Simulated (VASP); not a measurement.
**Cd: single point with revPBE**

Crystal: Cd.

```
Cd
1.0
     0.00000    2.37668    2.37668
     2.37668    0.00000    2.37668
     2.37668    2.37668    0.00000
Cd
1
Cartesian
  0.0000 0.0000 0.0000
```

This cell differs from its parent crystal: volume scaled by 1.12.

* Program: VASP 6.6.1
* Task: single point
* Functional: revPBE
* Potentials or basis: VASP PAW PBE potentials, release 64 (Cd)
* Cutoff: 520 eV
* k mesh: 13 × 13 × 13
* Occupations: fermi-dirac, width 0.1 eV
* Spin: no spin polarisation

```
Pressure               : -2.6 GPa
Band gap on the k mesh : zero (band 6 reaches 2.65 eV, above the bottom of band 7 at 0.47 eV)
```

Levels at points of the mesh, in eV from the Fermi level:
```
           k point  band 3  band 4  band 5  band 6  band 7  band 8  band 9  band 10
(0.00, 0.00, 0.00)   -8.70   -8.42   -8.42   -7.35   12.97   12.97   12.97    13.11
```

Run time: 15 s on 1 thread of Intel(R) Xeon(R) Platinum 8488C (Sapphire Rapids), with other jobs on the host, peak memory 0.17 GiB.

Caveat: the PAW data sets were made with another functional, which shifts forces and pressure a little.
